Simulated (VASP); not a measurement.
# S (Im-3m) in VASP: further runs, part 2 of 2

VASP 6.6.1.

## Step 3: Single point, PBEsol

Input file INCAR:

```
  PREC = Accurate
  ENCUT = 500
  EDIFF = 1E-6
  ISMEAR = -1
  SIGMA = 0.08
  LREAL = False
  LASPH = True
  NELM = 120
  ALGO = Normal
  ISIF = 2
  LWAVE = False
  LCHARG = False
  GGA = PS
  NBANDS = 9
  GGA_COMPAT = False
```

Input file KPOINTS:

```
Automatic mesh
0
Gamma
  21 21 21
```

Input file POSCAR:

```
S
1.0
   -1.2314271211      1.2314271211      1.2314271211
    1.2314271211     -1.2314271211      1.2314271211
    1.2314271211      1.2314271211     -1.2314271211
S
1
Direct
    0.0000000000      0.0000000000      0.0000000000
```

Potentials or basis: VASP PAW PBE potentials, release 64 (S).

Started as:

```console
cat potpaw_PBE.64/S/POTCAR > POTCAR
mpirun -np 1 vasp_std > vasp.out
```

OUTCAR:

```text
PREC = Accurate
   ENCUT = 500
   EDIFF = 1E-6
   ISMEAR = -1
   LREAL = False
   LASPH = True
   NELM = 120
   ISIF = 2
   GGA = PS

 ion  position               nearest neighbor table
   1  0.000  0.000  0.000-

  LATTYP: Found a body centered cubic cell.
 ALAT       =     2.4628542422

  Lattice vectors:

 A1 = (  -1.2314271211,   1.2314271211,   1.2314271211)
 A2 = (   1.2314271211,  -1.2314271211,   1.2314271211)
 A3 = (   1.2314271211,   1.2314271211,  -1.2314271211)

Analysis of symmetry for initial positions (statically):
=====================================================================
 Subroutine PRICEL returns:
 Original cell was already a primitive cell.

 Routine SETGRP: Setting up the symmetry group for a
 body centered cubic supercell.

 Subroutine GETGRP returns: Found 48 space group operations
 (whereof 48 operations were pure point group operations)
 out of a pool of 48 trial point group operations.

The static configuration has the point symmetry O_h .

Analysis of symmetry for dynamics (positions and initial velocities):
=====================================================================
 Subroutine PRICEL returns:
 Original cell was already a primitive cell.

 Routine SETGRP: Setting up the symmetry group for a
 body centered cubic supercell.

 Subroutine GETGRP returns: Found 48 space group operations
 (whereof 48 operations were pure point group operations)
 out of a pool of 48 trial point group operations.

The dynamic configuration has the point symmetry O_h .

 Subroutine INISYM returns: Found 48 space group operations
 (whereof 48 operations are pure point group operations),
 and found     1 'primitive' translations

----------------------------------------------------------------------------------------

                                     Primitive cell

[... 108 lines left out ...]
     AMIX_MAG =   1.60;   BMIX_MAG =  1.00
  volume/ion in A,a.u.               =       7.47        50.41
  Fermi-wavevector in a.u.,A,eV,Ry     =   1.521820  2.875822 31.510212  2.315935
  Thomas-Fermi vector in A             =   2.630483
   LORBIT       =      0    0 simple, 1 ext, 2 COOP (PROOUT), +10 PAW based schemes
   GGA     = PS    functional components
   LHFCALC =     F    Hartree Fock is set to
   AEXX    =    0.0000 exact exchange contribution
   IVDW    =     0    specifies the selected vdW correction
   LEPSILON=     F    determine dielectric tensor
   LRPA    =     F    only Hartree local field effects (RPA)
 non-spin polarized calculation
  energy-cutoff  :      500.00
  volume of cell :        7.47
 maximum number of plane-waves:       201
   NGX =  7   NGY =  7   NGZ =  7

 number of electron       6.0000002 magnetization

 Free energy of the ion-electron system (eV)
  ---------------------------------------------------
  ext. energy  EPLUGINS =         0.00000000
  ---------------------------------------------------
  free energy    TOTEN  =        -0.10197219 eV

  energy without entropy =       -0.09521840  energy(sigma->0) =       -0.09859530

 E-fermi :  22.6992     XC(G=0): -15.0150

 val. band max:       22.6905034902   @ k =  -0.4762   0.4762   0.3810
 cond. band min:      22.7629545469   @ k =  -0.4286   0.4762   0.2381
 fundamental gap:      0.0724510567
 Fermi energy:        22.6992454343

 k-point     1 :       0.0000    0.0000    0.0000
  band No.  band energies     occupation
      1      -5.3740      2.00000
      2      32.4848      0.00000
      3      32.4848      0.00000
      4      32.4848      0.00000
      5      35.3114      0.00000
      6      35.3114      0.00000
      7      35.3114      0.00000
      8      41.4676      0.00000
      9      41.4676      0.00000
[... 265 lines left out ...]
 k-point    24 :       0.1905    0.0952    0.0000
  band No.  band energies     occupation
      1      -2.4338      2.00000
      2      20.4594      2.00000
      3      24.0687      0.00000
      4      27.9209      0.00000
      5      33.4950      0.00000
      6      35.8644      0.00000
      7      39.9166      0.00000
      8      43.6953      0.00000
      9      46.1862      0.00000

 [... further k-points ...]

------------------------ aborting loop because EDIFF is reached ----------------------------------------

  FORCE on cell =-STRESS in cart. coord.  units (eV):
  Direction    XX          YY          ZZ          XY          YZ          ZX
  --------------------------------------------------------------------------------------
  -------------------------------------------------------------------------------------
  Total       11.5940176     11.5940176     11.5940176      0.0000000     -0.0000000     -0.0000000
  in kB     2486.9004687   2486.9004687   2486.9004687      0.0000000     -0.0000000     -0.0000000
  external PRESSURE =    2486.9004687 kB  Pullay stress =       0.0000000 kB

 VOLUME and BASIS-vectors are now :
 -----------------------------------------------------------------------------
  energy-cutoff  :      500.00
  volume of cell :        7.47
      direct lattice vectors                 reciprocal lattice vectors
    -1.231427121  1.231427121  1.231427121     0.000000000  0.406032961  0.406032961
     1.231427121 -1.231427121  1.231427121     0.406032961  0.000000000  0.406032961
     1.231427121  1.231427121 -1.231427121     0.406032961  0.406032961  0.000000000

 POSITION                                       TOTAL-FORCE (eV/Angst)
 -----------------------------------------------------------------------------------
      0.00000      0.00000      0.00000         0.000000      0.000000      0.000000
 -----------------------------------------------------------------------------------
    total drift:                               -0.000000     -0.000000      0.000000

  FREE ENERGIE OF THE ION-ELECTRON SYSTEM (eV)
  ---------------------------------------------------
  free  energy   TOTEN  =        -0.1019721950 eV

  energy  without entropy=       -0.0952184010  energy(sigma->0) =       -0.09859530
```

OSZICAR:

```text
N       E                     dE             d eps       ncg     rms          rms(c)
DAV:   1     0.742791419111E+01    0.74279E+01   -0.35059E+03  6021   0.586E+02
DAV:   2    -0.218711412923E-01   -0.74498E+01   -0.71209E+01  7472   0.772E+01
DAV:   3    -0.113872856012E+00   -0.92002E-01   -0.91225E-01  5801   0.645E+00
DAV:   4    -0.113974381534E+00   -0.10153E-03   -0.10152E-03  6240   0.229E-01
DAV:   5    -0.113974420156E+00   -0.38623E-07   -0.42008E-07  5746   0.385E-03    0.345E+01
DAV:   6    -0.106236074470E+00    0.77383E-02   -0.60631E-04  5742   0.186E-01    0.208E+01
DAV:   7    -0.101968088368E+00    0.42680E-02   -0.14124E-03  5430   0.287E-01    0.820E-02
DAV:   8    -0.101970831074E+00   -0.27427E-05   -0.10453E-05  5913   0.297E-02    0.438E-02
DAV:   9    -0.101972145986E+00   -0.13149E-05   -0.29527E-07  3744   0.433E-03    0.594E-03
DAV:  10    -0.101972194988E+00   -0.49002E-07   -0.59943E-09  2734   0.823E-04
   1 F= -.10197219E+00 E0= -.98595298E-01  d E =-.675379E-02
```

stdout:

```text
POSCAR found type information on POSCAR S
 POSCAR found :  1 types and       1 ions
 scaLAPACK will be used
 -----------------------------------------------------------------------------
|                                                                             |
|                                                                             |
|     You enforced a specific xc type in the INCAR file but a different       |
|     I HOPE YOU KNOW WHAT YOU ARE DOING!                                     |
|                                                                             |
 -----------------------------------------------------------------------------

 LDA part: xc-table for (Slater+PW92), standard interpolation
 POSCAR, INCAR and KPOINTS ok, starting setup
 FFT: planning ... GRIDC
 FFT: planning ... GRID_SOFT
 FFT: planning ... GRID
 WAVECAR not read
 entering main loop
```

It took 3.5 s on 1 thread of Intel Xeon 6975P-C (Granite Rapids), shared host; peak memory 0.12 GiB.

Results:

| Item | Value |
| --- | --- |
| Free energy | -0.1020 eV |
| Pressure | 248.7 GPa |
| Band gap on the k mesh | zero (bands 3 and 4 overlap by 20.21 eV) |

Caveat: the cell stands under pressure; the PAW data sets were made with another functional, which shifts forces and pressure a little.
